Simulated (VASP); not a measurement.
Set up this calculation in VASP 6.6.1, as the native input.

| Quantity | Value |
| --- | --- |
| Task | relaxation of cell and atoms |
| Functional | LDA |
| Potentials or basis | VASP PAW LDA potentials, release 64 (Nb_sv) |
| Cutoff | 600 eV |
| k mesh | 18 × 18 × 18 |
| Occupations | methfessel-paxton, width 0.05 eV |
| Spin | no spin polarisation |
| Target pressure | 5 GPa |
| Dipole correction | no |
| Further INCAR settings | ALGO = Normal; EDIFF = 1e-06; IBRION = 2; EDIFFG = -0.02; NSW = 80; ISIF = 3 |

The structure of Nb lies in POSCAR:

```
Nb
1.0
   -1.6639500000      1.6639500000      1.6639500000
    1.6639500000     -1.6639500000      1.6639500000
    1.6639500000      1.6639500000     -1.6639500000
Nb
1
Direct
    0.0000000000      0.0000000000      0.0000000000
```

These files were run (other wordings do the same):

INCAR

```
ALGO     = Normal         # electronic algorithm
EDIFF    = 1E-6           # SCF threshold, eV
EDIFFG   = -0.02          # ionic threshold
ENCUT    = 600            # plane-wave cutoff, eV
GGA      = CA             # functional
IBRION   = 2              # ionic algorithm
ISIF     = 3              # what is computed and relaxed
ISMEAR   = 1              # smearing method
LASPH    = True           # aspherical terms in the spheres
LCHARG   = False          # write CHGCAR
LREAL    = False          # projectors in reciprocal space
LWAVE    = False          # write WAVECAR
NELM     = 60             # most SCF steps
NSW      = 80             # ionic steps
PREC     = Accurate       # precision mode
PSTRESS  = 50.0         
SIGMA    = 0.05           # smearing width, eV
```

KPOINTS

```
k-points
0
Gamma
  18 18 18
```

Potentials or basis: VASP PAW LDA potentials, release 64 (Nb_sv).

Command:

```bash
$ cat potpaw_LDA.64/Nb_sv/POTCAR > POTCAR
$ mpirun -np 1 vasp_std > vasp.out
```

Results of the run:

```yaml
Relaxed_volume: 16.68 Å³/atom
Relaxed_cell: a = 2.788 Å, b = 2.788 Å, c = 2.788 Å, α = 109.47°, β = 109.47°, γ = 109.47°
Space_group_after_relaxing_to_0.05_Å: Im-3m (No. 229)
Energy_change_on_relaxing_the_enthalpy_is_what_falls: -46.3 meV/atom
Ionic_steps: 5
Pressure_after_relaxing: 5.2 GPa
```

Caveat: the cell is relaxed towards a set pressure, so the enthalpy falls and the energy may rise.

Wall time 2 min on 1 thread of Intel Xeon 6975P-C, with other jobs on the host, peak memory 0.18 GiB.
